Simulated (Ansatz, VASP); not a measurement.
# ZrB: VASP beside Ansatz

File INCAR:

```
SYSTEM = ZrB
PREC = Accurate
ENCUT = 520
EDIFF = 1E-6
ISMEAR = 0
SIGMA = 0.15
LREAL = .FALSE.
LASPH = .TRUE.
NELM = 100
ALGO = Normal
ISIF = 2
LWAVE = .FALSE.
LCHARG = .FALSE.
GGA = PE
NBANDS = 14
```

File KPOINTS:

```
regular mesh
0
G
  18 18 18
  0 0 0
```

File POSCAR:

```
ZrB
1.0
    0.0000000000      2.3250000000      2.3250000000
    2.3250000000      0.0000000000      2.3250000000
    2.3250000000      2.3250000000      0.0000000000
Zr B
1 1
Direct
    0.0000000000      0.0000000000      0.0000000000
    0.4059139785      0.4059139785      0.5940860215
```

Input for Ansatz:

```yaml
crystal:
  lattice:
    - [0.0, 2.325, 2.325]
    - [2.325, 0.0, 2.325]
    - [2.325, 2.325, 0.0]
  atoms:
    - { symbol: Zr, position: [0.0, 0.0, 0.0] }
    - { symbol: B, position: [0.4059139785, 0.4059139785, 0.5940860215] }
basis:
  ecutwfc: 420
kpoints:
  mp_grid: { grid: [18, 18, 18] }
hamiltonian:
  xc: pbe
scf:
  occupations: { method: gaussian, width: 0.15 }
output:
  forces: true
  stress: true
  eigenvalues: true
```

Change from the starting cell: all B atoms moved +0.438 Å, as atom 2 towards its neighbour atom 1 (Zr) at 2.325 Å.

Alike in both runs: task single point; functional PBE; k mesh 18 × 18 × 18; occupations gaussian, width 0.15 eV; no spin polarisation.

```csv
,VASP,Ansatz
version,VASP 6.6.1,Ansatz 0.2.0
potentials or method,"VASP PAW PBE potentials, release 64 (Zr_sv, B), cutoff 520 eV","scalar-relativistic, plane waves, PAW"
valence electrons in the cell,15,15
```

```tsv
	VASP	Ansatz	Ansatz less VASP
gap on the k mesh at the Fermi level (eV)	none	none	-
rms of the force components (eV/Å)	3.927	3.906	-0.0220
```

Atom by atom the forces differ by 0.022 eV/Å (rms over components). A gap of «none» marks a metal or a gap that the smearing closes. The functional is the same, so the differences come from potentials, cutoffs and numerics.
